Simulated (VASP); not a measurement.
Runs of VASP 6.6.1 on Ti. The structure is that of space group Fm-3m (No. 225), or close to it. The cells are those of the table. 

```tsv
cell	gap on the mesh (eV)	pressure (GPa)
a = 2.847 Å, angles 60.0°, 1 atom	none	8.6
a = 2.918 Å, angles 60.0°, 1 atom	none	(b)
a = 2.941 Å, angles 60.0°, 1 atom	none	-2.9
a = 2.895 Å, angles 60.0°, 1 atom	none	(a)
a = 2.871 Å, angles 60.0°, 1 atom	none	5.3
```

Alike in all rows: task single point; level r2SCAN; potentials or basis VASP PAW PBE potentials, release 64 (Ti_sv); no spin polarisation; k mesh 12 × 12 × 12; cutoff (eV) 520; smearing fermi-dirac 0.15 eV.

**Question.** Estimate the missing entries.

**Answer.** (a) 2.3; (b) -0.4.

Caveats: the PAW data sets were made with another functional, which shifts forces and pressure a little.

A gap of «none» marks levels without a gap at the run's occupations.
